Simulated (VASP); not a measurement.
# RbAl2 (P6/mmm) in VASP: a series of runs

The runs below take RbAl2 through single point, relaxation of cell and atoms, with PBE.

Everything below comes from runs of VASP 6.6.1. Logs are shortened: lines on timing, memory, paths and dates and some standing lists are left out, and cuts for length are marked.

### 1 The cell of the first run

The structure is hexagonal, space group P6/mmm (No. 191). The conventional cell has a = 4.538 Å, b = 4.538 Å, c = 5.955 Å, α = 90.00°, β = 90.00°, γ = 120.00°. Within 5.2 Å of Rb (site symmetry 6/mmm) lie 12 Al at 3.97 Å and 6 Rb at 4.54 Å. Within 3.5 Å of Al (site symmetry -6m2) lie 3 Al at 2.62 Å.

The cell was built from a structure type or drawn by symmetry, and may not be a known phase.

### 2 Single point, PBE

File INCAR:

```
SYSTEM = RbAl2
  PREC = Accurate
  ENCUT = 520
  EDIFF = 1E-6
  ISMEAR = 0
  SIGMA = 0.1
  LREAL = .FALSE.
  LASPH = .TRUE.
  NELM = 100
  ALGO = Fast
  ISIF = 2
  LWAVE = .FALSE.
  LCHARG = .FALSE.
  GGA = PE
  NBANDS = 14
```

File KPOINTS:

```
Automatic mesh
0
G
  12 12 8
  0 0 0
```

File POSCAR:

```
RbAl2
1.0
    4.5383667093      0.0000000000      0.0000000000
   -2.2691833547      3.9303408619      0.0000000000
    0.0000000000      0.0000000000      5.9553095121
Rb Al
1 2
Direct
    0.0000000000      0.0000000000      0.0000000000
    0.3333333333      0.6666666667      0.5000000000
    0.6666666667      0.3333333333      0.5000000000
```

Potentials or basis: VASP PAW PBE potentials, release 64 (Rb_sv, Al).

Launch:

```console
$ cat potpaw_PBE.64/Rb_sv/POTCAR potpaw_PBE.64/Al/POTCAR > POTCAR
$ mpirun -np 1 vasp_std > vasp.out
```

OUTCAR:

```text
SYSTEM = RbAl2
   PREC = Accurate
   ENCUT = 520
   EDIFF = 1E-6
   ISMEAR = 0
   LREAL = .FALSE.
   LASPH = .TRUE.
   NELM = 100
   ISIF = 2
   GGA = PE

 ion  position               nearest neighbor table
   1  0.000  0.000  0.000-   2 3.97   3 3.97   2 3.97   3 3.97   2 3.97   2 3.97   3 3.97   3 3.97
                             3 3.97   3 3.97   2 3.97   2 3.97
   2  0.333  0.667  0.500-   3 2.62   3 2.62   3 2.62   1 3.97   1 3.97   1 3.97   1 3.97   1 3.97
                             1 3.97
   3  0.667  0.333  0.500-   2 2.62   2 2.62   2 2.62   1 3.97   1 3.97   1 3.97   1 3.97   1 3.97
                             1 3.97

  LATTYP: Found a hexagonal cell.
 ALAT       =     4.5383667093
 C/A-ratio  =     1.3122142598

  Lattice vectors:

 A1 = (   4.5383667093,   0.0000000000,   0.0000000000)
 A2 = (  -2.2691833547,   3.9303408619,   0.0000000000)
 A3 = (   0.0000000000,   0.0000000000,   5.9553095121)

Analysis of symmetry for initial positions (statically):
=====================================================================
 Subroutine PRICEL returns:
 Original cell was already a primitive cell.

 Routine SETGRP: Setting up the symmetry group for a
 hexagonal supercell.

 Subroutine GETGRP returns: Found 24 space group operations
 (whereof 24 operations were pure point group operations)
 out of a pool of 24 trial point group operations.

The static configuration has the point symmetry D_6h.

Analysis of symmetry for dynamics (positions and initial velocities):
=====================================================================
 Subroutine PRICEL returns:
 Original cell was already a primitive cell.

 Routine SETGRP: Setting up the symmetry group for a
 hexagonal supercell.

 Subroutine GETGRP returns: Found 24 space group operations
 (whereof 24 operations were pure point group operations)
 out of a pool of 24 trial point group operations.

The dynamic configuration has the point symmetry D_6h.

 Subroutine INISYM returns: Found 24 space group operations
 (whereof 24 operations are pure point group operations),
 and found     1 'primitive' translations

----------------------------------------------------------------------------------------

                                     Primitive cell

  volume of cell :     106.2268

  direct lattice vectors                    reciprocal lattice vectors
     4.538366709  0.000000000  0.000000000     0.220343587  0.127215429  0.000000000
    -2.269183355  3.930340862  0.000000000     0.000000000  0.254430859  0.000000000
     0.000000000  0.000000000  5.955309512     0.000000000  0.000000000  0.167917385

  length of vectors
[... 100 lines left out ...]
   EFERMI_NEDOS =   21; number of points for ismear=-14 and -15
   IALGO  =     68    algorithm
   IMIX   =      4    mixing-type and parameters
     AMIX     =   0.40;   BMIX     =  1.00
     AMIX_MAG =   1.60;   BMIX_MAG =  1.00
  volume/ion in A,a.u.               =      35.41       238.95
  Fermi-wavevector in a.u.,A,eV,Ry     =   0.852499  1.610989  9.888096  0.726755
  Thomas-Fermi vector in A             =   1.968797
   LORBIT       =      0    0 simple, 1 ext, 2 COOP (PROOUT), +10 PAW based schemes
   GGA     = PE    functional components
   LHFCALC =     F    Hartree Fock is set to
   AEXX    =    0.0000 exact exchange contribution
   IVDW    =     0    specifies the selected vdW correction
   LEPSILON=     F    determine dielectric tensor
   LRPA    =     F    only Hartree local field effects (RPA)
 non-spin polarized calculation
 RMM-DIIS sequential band-by-band and
 Gauss-broadening in eV      SIGMA  =   0.10
  energy-cutoff  :      520.00
  volume of cell :      106.23
 maximum number of plane-waves:      2914
 NGX is ok and might be reduce to    36
   NGX = 17   NGY = 17   NGZ = 23

 number of electron      15.0000000 magnetization

 Free energy of the ion-electron system (eV)
  ---------------------------------------------------
  ext. energy  EPLUGINS =         0.00000000
  ---------------------------------------------------
  free energy    TOTEN  =        -7.64539263 eV

  energy without entropy =       -7.63078930  energy(sigma->0) =       -7.63809096

 E-fermi :   1.8272     XC(G=0):  -7.5797

 val. band max:        1.8240091011   @ k =   0.4167   0.0833   0.2500
 cond. band min:       1.8366201745   @ k =   0.1667   0.0833   0.5000
 fundamental gap:      0.0126110734
 Fermi energy:         1.8272478041

 k-point     1 :       0.0000    0.0000    0.0000
  band No.  band energies     occupation
      1     -25.6461      2.00000
      2      -9.7225      2.00000
      3      -9.7079      2.00000
      4      -9.7079      2.00000
      5      -5.0135      2.00000
      6       1.0743      2.00000
      7       2.5509      0.00000
      8       2.5509      0.00000
      9       2.6995      0.00000
     10       4.1684      0.00000
     11       5.5193      0.00000
     12       5.5193      0.00000
     13       7.5731      0.00000
     14       7.9262      0.00000
[... 377 lines left out ...]
      1     -25.6372      2.00000
      2      -9.8805      2.00000
      3      -9.7459      2.00000
      4      -9.6914      2.00000
      5      -4.0022      2.00000
      6      -0.9165      2.00000
      7       1.4288      2.00000
      8       1.7244      1.85410
      9       3.5764      0.00000
     10       4.1586      0.00000
     11       4.6862      0.00000
     12       6.3513      0.00000
     13       6.7451      0.00000
     14       8.1139      0.00000

 [... further k-points ...]

------------------------ aborting loop because EDIFF is reached ----------------------------------------

  FORCE on cell =-STRESS in cart. coord.  units (eV):
  Direction    XX          YY          ZZ          XY          YZ          ZX
  --------------------------------------------------------------------------------------
  -------------------------------------------------------------------------------------
  Total        0.0048149      0.0048149      0.0055871     -0.0000000      0.0000000      0.0000000
  in kB        0.0726219      0.0726219      0.0842676     -0.0000000      0.0000000      0.0000000
  external PRESSURE =       0.0765038 kB  Pullay stress =       0.0000000 kB

 VOLUME and BASIS-vectors are now :
 -----------------------------------------------------------------------------
  energy-cutoff  :      520.00
  volume of cell :      106.23
      direct lattice vectors                 reciprocal lattice vectors
     4.538366709  0.000000000  0.000000000     0.220343587  0.127215429  0.000000000
    -2.269183355  3.930340862  0.000000000     0.000000000  0.254430859  0.000000000
     0.000000000  0.000000000  5.955309512     0.000000000  0.000000000  0.167917385

 POSITION                                       TOTAL-FORCE (eV/Angst)
 -----------------------------------------------------------------------------------
      0.00000      0.00000      0.00000        -0.000000      0.000000      0.000000
     -0.00000      2.62023      2.97765        -0.000000      0.000000      0.000000
      2.26918      1.31011      2.97765         0.000000     -0.000000      0.000000
 -----------------------------------------------------------------------------------
    total drift:                               -0.000000      0.000000      0.000000

  FREE ENERGIE OF THE ION-ELECTRON SYSTEM (eV)
  ---------------------------------------------------
  free  energy   TOTEN  =        -7.6453926310 eV

  energy  without entropy=       -7.6307892981  energy(sigma->0) =       -7.63809096
```

OSZICAR:

```text
N       E                     dE             d eps       ncg     rms          rms(c)
DAV:   1     0.488624163204E+02    0.48862E+02   -0.53260E+03  2660   0.835E+02
DAV:   2    -0.404701511266E+01   -0.52909E+02   -0.49694E+02  3408   0.134E+02
DAV:   3    -0.792090181061E+01   -0.38739E+01   -0.38474E+01  3702   0.341E+01
DAV:   4    -0.808197738494E+01   -0.16108E+00   -0.16099E+00  3894   0.665E+00
DAV:   5    -0.808431182266E+01   -0.23344E-02   -0.23344E-02  3754   0.775E-01    0.318E+00
RMM:   6    -0.773907626044E+01    0.34524E+00   -0.19763E-01  2906   0.146E+00    0.206E+00
RMM:   7    -0.764365490624E+01    0.95421E-01   -0.29966E-01  3864   0.177E+00    0.104E+00
RMM:   8    -0.765628766102E+01   -0.12633E-01   -0.46714E-02  3014   0.885E-01    0.446E-01
RMM:   9    -0.764444469837E+01    0.11843E-01   -0.20289E-02  3626   0.488E-01    0.120E-01
RMM:  10    -0.764506356766E+01   -0.61887E-03   -0.82186E-03  4052   0.289E-01    0.467E-02
RMM:  11    -0.764528542270E+01   -0.22186E-03   -0.20401E-03  3989   0.165E-01    0.167E-02
RMM:  12    -0.764535577737E+01   -0.70355E-04   -0.61915E-04  4297   0.715E-02    0.180E-02
RMM:  13    -0.764537643780E+01   -0.20660E-04   -0.23326E-04  4025   0.450E-02    0.338E-03
RMM:  14    -0.764538655716E+01   -0.10119E-04   -0.88826E-05  3985   0.252E-02    0.701E-03
RMM:  15    -0.764539072079E+01   -0.41636E-05   -0.34518E-05  3429   0.154E-02    0.568E-03
RMM:  16    -0.764539215895E+01   -0.14382E-05   -0.12943E-05  3191   0.118E-02    0.193E-03
RMM:  17    -0.764539263103E+01   -0.47209E-06   -0.54469E-06  2664   0.710E-03
   1 F= -.76453926E+01 E0= -.76380910E+01  d E =-.146033E-01
```

stdout:

```text
POSCAR found type information on POSCAR RbAl
 POSCAR found :  2 types and       3 ions
 scaLAPACK will be used
 LDA part: xc-table for (Slater+PW92), standard interpolation
 POSCAR, INCAR and KPOINTS ok, starting setup
 FFT: planning ... GRIDC
 FFT: planning ... GRID_SOFT
 FFT: planning ... GRID
 WAVECAR not read
 entering main loop
WARNING in EDDRMM: call to ZHEGV failed, returncode =   8  4     11
WARNING in EDDRMM: call to ZHEGV failed, returncode =   6  3      8
WARNING in EDDRMM: call to ZHEGV failed, returncode =   8  4      5
```

Run time: 85 s. Hardware: 1 thread of AMD EPYC 9R45 (Zen 5), shared host; peak memory 0.29 GiB.

What came out:

```
Free energy            : -7.6454 eV
Pressure               : 0.0 GPa
Band gap on the k mesh : zero (an odd number of electrons rules out a gap without spin polarisation)
```

### 3 Relaxation of cell and atoms, PBE

This run uses another cell than the first one, of 35.19 Å³/atom.

File INCAR:

```
PREC = Accurate
ENCUT = 600
EDIFF = 1E-6
ISMEAR = 0
SIGMA = 0.1
LREAL = False
LASPH = True
NELM = 80
ALGO = Fast
ISIF = 3
LWAVE = False
LCHARG = False
GGA = PE
IBRION = 2
NSW = 100
EDIFFG = -0.01
```

File KPOINTS:

```
Automatic mesh
0
Gamma
  12 12 8
```

File POSCAR:

```
RbAl2
1.0
    4.5694440597      0.0000000000      0.0000000000
   -2.2847220299      3.9572546369      0.0000000000
    0.0000000000      0.0000000000      5.8381782478
Rb Al
1 2
Direct
    0.0000000000      0.0000000000      0.0000000000
    0.3333333333      0.6666666667      0.5000000000
    0.6666666667      0.3333333333      0.5000000000
```

Potentials or basis: VASP PAW PBE potentials, release 64 (Rb_sv, Al).

Launch:

```console
$ cat potpaw_PBE.64/Rb_sv/POTCAR potpaw_PBE.64/Al/POTCAR > POTCAR
$ mpirun -np 1 vasp_std > vasp.out
```

Run time: 3.8 min. Hardware: 1 thread of AMD EPYC 9R45 (Zen 5), shared host; peak memory 0.34 GiB.

The run converged. Its results:

```
Free energy                           : -7.6455 eV
Relaxed volume                        : 35.42 Å³/atom
Relaxed cell                          : a = 4.535 Å, b = 4.535 Å, c = 5.964 Å, α = 90.00°, β = 90.00°, γ = 120.00°
Space group after relaxing (to 0.1 Å) : P6/mmm (No. 191)
Energy gained by relaxing             : 1.5 meV/atom
Ionic steps                           : 6
Pressure after relaxing               : 0.0 GPa
Band gap on the k mesh                : zero (an odd number of electrons rules out a gap without spin polarisation)
```

The path:
```csv
step,energy change (eV),largest force (eV/Å),pressure (GPa),volume (Å³)
1,0.0000,0.0000,-0.08,105.57
2,-0.0022,0.0000,0.05,105.30
3,-0.0033,0.0000,0.24,104.91
4,-0.0043,0.0000,0.09,105.77
5,-0.0044,0.0000,0.05,106.11
6,-0.0044,0.0000,0.02,106.25
```

Final structure:
```yaml
crystal:
  lattice:
    - [4.53543, 0.00000, 0.00000]
    - [-2.26772, 3.92780, 0.00000]
    - [0.00000, 0.00000, 5.96405]
  atoms:
    - { symbol: Rb, position: [0.00000, 0.00000, 0.00000] }
    - { symbol: Al, position: [0.33333, 0.66667, 0.50000] }
    - { symbol: Al, position: [0.66667, 0.33333, 0.50000] }
```

Levels at points of the mesh, in eV from the Fermi level:
```csv
k point,band 3,band 4,band 5,band 6,band 7,band 8,band 9,band 10,band 11
"(0.00, 0.00, 0.00)",-11.54,-11.54,-6.84,-0.76,0.73,0.73,0.86,2.36,3.70
"(0.50, 0.00, 0.00)",-11.59,-11.51,-5.04,-3.96,-0.27,0.02,1.48,1.94,3.21
"(0.00, 0.00, 0.50)",-11.54,-11.54,-6.56,-2.15,0.84,0.84,2.54,3.25,3.25
"(0.50, 0.00, 0.50)",-11.59,-11.52,-5.13,-3.73,-0.39,0.05,0.43,2.08,4.55
```
